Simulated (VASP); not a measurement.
Here is a VASP 6.6.1 calculation.

The input POSCAR:

```
BaTiO3
1.0
   -4.0699491700     -4.0588082600      0.0000000000
   -4.0477079000      4.0588082600      0.0000000000
   -0.0111206300     -0.0110902200     -4.0587981200
Ba Ti O
2 2 6
Direct
    0.0000000000      0.0000000000      0.0000000000
    0.5000000000      0.5000000000      0.0000000000
    0.5147000000      0.0000000000      0.5147000000
    0.0147000000      0.5000000000      0.5147000000
    0.9912000000      0.5000000000      0.9815000000
    0.4912000000      0.0000000000      0.9815000000
    0.7363500000      0.2451500000      0.4912000000
    0.2363500000      0.7451500000      0.4912000000
    0.7363500000      0.7548500000      0.4912000000
    0.2363500000      0.2548500000      0.4912000000
```

The input INCAR.step1:

```
ALGO = Normal ; EDIFF = 1E-4
ENCUT = 520 ; GGA = PE
ISMEAR = -1 ; LASPH = T
LCHARG = F ; LREAL = F
LWAVE = T ; NBANDS = 51
NELM = 60 ; PREC = Accurate
SIGMA = 0.1
```

The input INCAR.step2:

```
ALGO = Normal ; EDIFF = 1E-6
ENCUT = 520 ; ISIF = 2
ISMEAR = -1 ; ISTART = 1
LASPH = T ; LCHARG = T
LELF = T ; LMIXTAU = T
LREAL = F ; LVHAR = T
LWAVE = F ; METAGGA = R2SCAN
NBANDS = 51 ; NELM = 60
PREC = Accurate ; SIGMA = 0.1
```

KPOINTS

```
k-points
0
Gamma
  5 5 6
```

Potentials or basis: VASP PAW PBE potentials, release 64 (Ba_sv, Ti_sv, O).

The run is started by

```sh
$ cat potpaw_PBE.64/Ba_sv/POTCAR potpaw_PBE.64/Ti_sv/POTCAR potpaw_PBE.64/O/POTCAR > POTCAR
$ cp INCAR.step1 INCAR
$ mpirun -np 1 vasp_std > vasp.out
$ cp INCAR.step2 INCAR
$ mpirun -np 1 vasp_std > vasp.out
```

Q: Estimate the band gap on the k mesh.

A: 2.66 eV.

Q: What does it give for the pressure?

A: -3.1 GPa.

Q: Estimate the largest force.

A: 0.199 eV/Å.

Stress tensor (GPa, compression positive):
```
-3.09  0.06  0.06
 0.06 -3.09  0.06
 0.06  0.06 -3.09
```

Caveat: the cell stands under tension; the PAW data sets were made with another functional, which shifts forces and pressure a little; spin-orbit coupling is left out, which moves the levels of the heavy elements. A k mesh can miss the band edges.
